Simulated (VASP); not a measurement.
# Hf2C (P4_2/mnm) in VASP: a series of runs

Runs on Hf2C. Level: r2SCAN. Tasks: single point.

All numbers are computed with VASP 6.6.1; they aren't measurements. Logs are shortened: lines on timing, memory, paths and dates and some standing lists are left out, and cuts for length are marked.

**1. The cell of the first run**

Symmetry: P4_2/mnm, No. 136, tetragonal system. Conventional cell: a = 5.368 Å, b = 5.368 Å, c = 3.276 Å, α = 90.00°, β = 90.00°, γ = 90.00°. Hf (site symmetry m2m) has 3 C at 2.24 to 2.26 Å and 11 Hf at 3.11 to 3.28 Å within 3.3 Å. Within 3.0 Å of C (site symmetry mmm) lie 6 Hf at 2.24 to 2.26 Å.

**2. Single point, r2SCAN**

POSCAR reads:

```
Hf2C
1.0
    5.3680083726      0.0000000000      0.0000000000
    0.0000000000      5.3680083726      0.0000000000
    0.0000000000      0.0000000000      3.2761702107
Hf C
4 2
Direct
    0.2954865864      0.2954865864      0.0000000000
    0.7045134136      0.7045134136      0.0000000000
    0.7954865864      0.2045134136      0.5000000000
    0.2045134136      0.7954865864      0.5000000000
    0.0000000000      0.0000000000      0.0000000000
    0.5000000000      0.5000000000      0.5000000000
```

INCAR.step1 reads:

```
SYSTEM = Hf2C
PREC = Accurate
ENCUT = 520
ISMEAR = 0
SIGMA = 0.1
LREAL = .False.
LASPH = .True.
NELM = 80
NBANDS = 33
GGA = PE
ALGO = Normal
EDIFF = 1E-4
LWAVE = .True.
LCHARG = .False.
```

INCAR.step2 reads:

```
SYSTEM = Hf2C
PREC = Accurate
ENCUT = 520
EDIFF = 1E-6
ISMEAR = 0
SIGMA = 0.1
LREAL = .False.
LASPH = .True.
NELM = 80
ALGO = Normal
ISIF = 2
LWAVE = .False.
LCHARG = .False.
METAGGA = R2SCAN
LMIXTAU = .True.
NBANDS = 33
ISTART = 1
```

KPOINTS reads:

```
Automatic mesh
0
Gamma
  4 4 6
  0 0 0
```

Potentials or basis: VASP PAW PBE potentials, release 64 (Hf_pv, C).

Launch:

```bash
> cat potpaw_PBE.64/Hf_pv/POTCAR potpaw_PBE.64/C/POTCAR > POTCAR
> cp INCAR.step1 INCAR
> mpirun -np 1 vasp_std > vasp.out
> cp INCAR.step2 INCAR
> mpirun -np 1 vasp_std > vasp.out
```

OUTCAR:

```text
SYSTEM = Hf2C
   PREC = Accurate
   ENCUT = 520
   EDIFF = 1E-6
   ISMEAR = 0
   LREAL = .False.
   LASPH = .True.
   NELM = 80
   ISIF = 2
   METAGGA = R2SCAN
   ISTART = 1

 ion  position               nearest neighbor table
   1  0.295  0.295  0.000-   5 2.24   6 2.26   6 2.26   2 3.11   4 3.18   3 3.18   4 3.18   3 3.18
                             4 3.18   4 3.18   3 3.18   3 3.18   2 3.86   2 3.86
   2  0.705  0.705  0.000-   5 2.24   6 2.26   6 2.26   1 3.11   4 3.18   3 3.18   4 3.18   3 3.18
                             3 3.18   3 3.18   4 3.18   4 3.18   1 3.86   1 3.86
   3  0.795  0.205  0.500-   6 2.24   5 2.26   5 2.26   4 3.11   1 3.18   1 3.18   2 3.18   2 3.18
                             2 3.18   2 3.18   1 3.18   1 3.18   4 3.86   4 3.86
   4  0.205  0.795  0.500-   6 2.24   5 2.26   5 2.26   3 3.11   1 3.18   1 3.18   2 3.18   2 3.18
                             1 3.18   1 3.18   2 3.18   2 3.18   3 3.86   3 3.86
   5  0.000  0.000  0.000-   1 2.24   2 2.24   3 2.26   4 2.26   3 2.26   4 2.26
   6  0.500  0.500  0.500-   3 2.24   4 2.24   1 2.26   2 2.26   1 2.26   2 2.26

  LATTYP: Found a simple tetragonal cell.
 ALAT       =     5.3680083726
 C/A-ratio  =     0.6103139159

  Lattice vectors:

 A1 = (   5.3680083726,   0.0000000000,   0.0000000000)
 A2 = (   0.0000000000,   5.3680083726,   0.0000000000)
 A3 = (   0.0000000000,   0.0000000000,   3.2761702107)

Analysis of symmetry for initial positions (statically):
=====================================================================
 Subroutine PRICEL returns:
 Original cell was already a primitive cell.

 Routine SETGRP: Setting up the symmetry group for a
 simple tetragonal supercell.

 Subroutine GETGRP returns: Found 16 space group operations
 (whereof  8 operations were pure point group operations)
 out of a pool of 16 trial point group operations.

The static configuration has the point symmetry D_2h.
 The point group associated with its full space group is D_4h.

Analysis of symmetry for dynamics (positions and initial velocities):
=====================================================================
 Subroutine PRICEL returns:
 Original cell was already a primitive cell.

 Routine SETGRP: Setting up the symmetry group for a
 simple tetragonal supercell.

 Subroutine GETGRP returns: Found 16 space group operations
 (whereof  8 operations were pure point group operations)
 out of a pool of 16 trial point group operations.

The dynamic configuration has the point symmetry D_2h.
 The point group associated with its full space group is D_4h.

 Subroutine INISYM returns: Found 16 space group operations
 (whereof  8 operations are pure point group operations),
 and found     1 'primitive' translations

----------------------------------------------------------------------------------------

                                     Primitive cell

  volume of cell :      94.4045

  direct lattice vectors                    reciprocal lattice vectors
     5.368008373  0.000000000  0.000000000     0.186288830  0.000000000  0.000000000
     0.000000000  5.368008373  0.000000000     0.000000000  0.186288830  0.000000000
     0.000000000  0.000000000  3.276170211     0.000000000  0.000000000  0.305234446

  length of vectors
     5.368008373  5.368008373  3.276170211     0.186288830  0.186288830  0.305234446

  position of ions in fractional coordinates (direct lattice)
     0.295486586  0.295486586  0.000000000
     0.704513414  0.704513414  0.000000000
     0.795486586  0.204513414  0.500000000
     0.204513414  0.795486586  0.500000000
     0.000000000  0.000000000  0.000000000
     0.500000000  0.500000000  0.500000000

  ion indices of the primitive-cell ions
   primitive index   ion index
                 1           1
                 2           2
                 3           3
                 4           4
                 5           5
                 6           6

----------------------------------------------------------------------------------------

 KPOINTS: Automatic mesh

Automatic generation of k-mesh.
 Grid dimensions read from file:
 generate k-points for:    4    4    6

 Generating k-lattice:

  Cartesian coordinates                     Fractional coordinates (reciprocal lattice)
     0.046572208  0.000000000  0.000000000     0.250000000  0.000000000  0.000000000
     0.000000000  0.046572208  0.000000000     0.000000000  0.250000000  0.000000000
     0.000000000  0.000000000  0.050872408     0.000000000  0.000000000  0.166666667

  Length of vectors
     0.046572208  0.046572208  0.050872408

  Shift w.r.t. Gamma in fractional coordinates (k-lattice)
     0.000000000  0.000000000  0.000000000

 Subroutine IBZKPT returns following result:
 ===========================================

 Found     24 irreducible k-points:

 Following reciprocal coordinates:
            Coordinates               Weight
  0.000000  0.000000  0.000000      1.000000
  0.250000  0.000000  0.000000      4.000000
  0.500000  0.000000  0.000000      2.000000
  0.250000  0.250000  0.000000      4.000000
  0.500000  0.250000  0.000000      4.000000
  0.500000  0.500000  0.000000      1.000000
[... 16 lines left out ...]
  0.500000  0.250000  0.500000      4.000000
  0.500000  0.500000  0.500000      1.000000
   k-points           NKPTS =     24   k-points in BZ     NKDIM =     24   number of bands    NBANDS=     33
   number of dos      NEDOS =    301   number of ions     NIONS =      6
   total plane-waves  NPLWV =  38400
   dimension x,y,z NGX =    40 NGY =   40 NGZ =   24
   dimension x,y,z NGXF=    80 NGYF=   80 NGZF=   48
   ions per type =               4   2
   NGX,Y,Z   is equivalent  to a cutoff of  12.39, 12.39, 12.18 a.u.
   NGXF,Y,Z  is equivalent  to a cutoff of  24.78, 24.78, 24.36 a.u.
 SYSTEM =  Hf2C
   PREC   = accura    normal or accurate (medium, high low for compatibility)
   ISTART =      1    job   : 0-new  1-cont  2-samecut
   ICHARG =      0    charge: 1-file 2-atom 10-const
   ISPIN  =      1    spin polarized calculation?
   LNONCOLLINEAR =      F non collinear calculations
   LSORBIT =      F    spin-orbit coupling
   LASPH  =      T    aspherical Exc in radial PAW
   ENCUT  =  520.0 eV  38.22 Ry    6.18 a.u.   9.98  9.98  6.09*2*pi/ulx,y,z
   NELM   =     80;   NELMIN=  2; NELMDL=  0     # of ELM steps
   EDIFF  = 0.1E-05   stopping-criterion for ELM
   LREAL  =      F    real-space projection
   EDIFFG = 0.1E-04   stopping-criterion for IOM
   NSW    =      0    number of steps for IOM
   IBRION =     -1    ionic relax: 0-MD 1-quasi-New 2-CG
   NFREE  =      0    steps in history (QN), initial steepest desc. (CG)
   ISIF   =      2    stress and relaxation
   ISYM   =      2    0-nonsym 1-usesym 2-fastsym
   POTIM  = 0.5000    time-step for ionic-motion
   TEBEG  =    0.0;   TEEND  =   0.0 temperature during run
   PSTRESS=    0.0 pullay stress
   NELECT =      48.0000    total number of electrons
   NUPDOWN=      -1.0000    fix difference up-down
   EMIN   =  10.00;   EMAX   =-10.00  energy-range for DOS
   EFERMI =   0.00;   METHOD = LEGACY
   ISMEAR =     0;   SIGMA  =   0.10  broadening in eV -4-tet -1-fermi 0-gaus
   EFERMI_NEDOS =   21; number of points for ismear=-14 and -15
   IALGO  =     38    algorithm
   IMIX   =      4    mixing-type and parameters
     AMIX     =   0.40;   BMIX     =  1.00
     AMIX_MAG =   1.60;   BMIX_MAG =  1.00
  volume/ion in A,a.u.               =      15.73       106.18
  Fermi-wavevector in a.u.,A,eV,Ry     =   1.306645  2.469201 23.229517  1.707321
  Thomas-Fermi vector in A             =   2.437433
   LORBIT       =      0    0 simple, 1 ext, 2 COOP (PROOUT), +10 PAW based schemes
   METAGGA = R2SCAN    functional components
   LHFCALC =     F    Hartree Fock is set to
   AEXX    =    0.0000 exact exchange contribution
   IVDW    =     0    specifies the selected vdW correction
   LEPSILON=     F    determine dielectric tensor
   LRPA    =     F    only Hartree local field effects (RPA)
 non-spin polarized calculation
 Gauss-broadening in eV      SIGMA  =   0.10
  energy-cutoff  :      520.00
  volume of cell :       94.40
 maximum number of plane-waves:      2572
 NGX is ok and might be reduce to    40
   NGX = 19   NGY = 19   NGZ = 13

 number of electron      48.0000004 magnetization

 Free energy of the ion-electron system (eV)
  ---------------------------------------------------
  ext. energy  EPLUGINS =         0.00000000
  ---------------------------------------------------
  free energy    TOTEN  =      -204.80941841 eV

  energy without entropy =     -204.80344881  energy(sigma->0) =     -204.80643361

 E-fermi :   5.1845     XC(G=0): -12.6785

 val. band max:        5.1130076559   @ k =   0.2500   0.0000   0.3333
 cond. band min:       5.3079502634   @ k =   0.2500   0.2500   0.3333
 fundamental gap:      0.1949426075
 Fermi energy:         5.1845163086

 k-point     1 :       0.0000    0.0000    0.0000
  band No.  band energies     occupation
      1     -26.4176      2.00000
      2     -26.2380      2.00000
      3     -26.0847      2.00000
      4     -26.0847      2.00000
      5     -25.8503      2.00000
      6     -25.6369      2.00000
[... 25 lines left out ...]
     32       9.6070      0.00000
     33       9.6070      0.00000

 k-point     2 :       0.2500    0.0000    0.0000
  band No.  band energies     occupation
      1     -26.3599      2.00000
      2     -26.1823      2.00000
      3     -26.1402      2.00000
      4     -25.9904      2.00000
      5     -25.8209      2.00000
      6     -25.7134      2.00000
[... 25 lines left out ...]
     32       9.3845      0.00000
     33       9.9615      0.00000
[... 754 lines left out ...]
     32      10.8183      0.00000
     33      11.4287      0.00000

 k-point    24 :       0.5000    0.5000    0.5000
  band No.  band energies     occupation
      1     -26.3420      2.00000
      2     -26.3420      2.00000
      3     -26.2480      2.00000
      4     -26.2480      2.00000
      5     -25.8376      2.00000
      6     -25.8376      2.00000
[... 25 lines left out ...]
     32      11.0206      0.00000
     33      11.6168      0.00000

------------------------ aborting loop because EDIFF is reached ----------------------------------------

  FORCE on cell =-STRESS in cart. coord.  units (eV):
  Direction    XX          YY          ZZ          XY          YZ          ZX
  --------------------------------------------------------------------------------------
  -------------------------------------------------------------------------------------
  Total        2.8351246      2.8351246      5.7221237      0.0000000      0.0000000      0.0000000
  in kB       48.1160436     48.1160436     97.1124688      0.0000000      0.0000000      0.0000000
  external PRESSURE =      64.4481853 kB  Pullay stress =       0.0000000 kB

 VOLUME and BASIS-vectors are now :
 -----------------------------------------------------------------------------
  energy-cutoff  :      520.00
  volume of cell :       94.40
      direct lattice vectors                 reciprocal lattice vectors
     5.368008373  0.000000000  0.000000000     0.186288830  0.000000000  0.000000000
     0.000000000  5.368008373  0.000000000     0.000000000  0.186288830  0.000000000
     0.000000000  0.000000000  3.276170211     0.000000000  0.000000000  0.305234446

 POSITION                                       TOTAL-FORCE (eV/Angst)
 -----------------------------------------------------------------------------------
      1.58617      1.58617      0.00000         0.191017      0.191017     -0.000000
      3.78183      3.78183      0.00000        -0.191017     -0.191017      0.000000
      4.27018      1.09783      1.63809         0.191017     -0.191017      0.000000
      1.09783      4.27018      1.63809        -0.191017      0.191017     -0.000000
      0.00000      0.00000      0.00000         0.000000     -0.000000     -0.000000
      2.68400      2.68400      1.63809         0.000000     -0.000000     -0.000000
 -----------------------------------------------------------------------------------
    total drift:                               -0.000000      0.000000     -0.000000

  FREE ENERGIE OF THE ION-ELECTRON SYSTEM (eV)
  ---------------------------------------------------
  free  energy   TOTEN  =      -204.8094184059 eV

  energy  without entropy=     -204.8034488059  energy(sigma->0) =     -204.80643361
```

Run time: 2.1 min. Hardware: 1 thread of AMD EPYC 9R45 (Zen 5), shared host; peak memory 0.2 GiB.

What came out:

```
Free energy            : -204.8094 eV
Pressure               : 6.4 GPa
Largest force          : 0.270 eV/Å
Band gap on the k mesh : zero (bands 24 and 25 overlap by 2.26 eV)
```

Forces on the atoms (eV/Å):
```
Hf   0.191  0.191  0.000
Hf  -0.191 -0.191  0.000
Hf   0.191 -0.191  0.000
Hf  -0.191  0.191  0.000
C    0.000  0.000  0.000
C    0.000  0.000  0.000
```

Caveat: the cell stands under pressure; the PAW data sets were made with another functional, which shifts forces and pressure a little; spin-orbit coupling is left out, which moves the levels of the heavy elements.

[end of part 1 of 2]
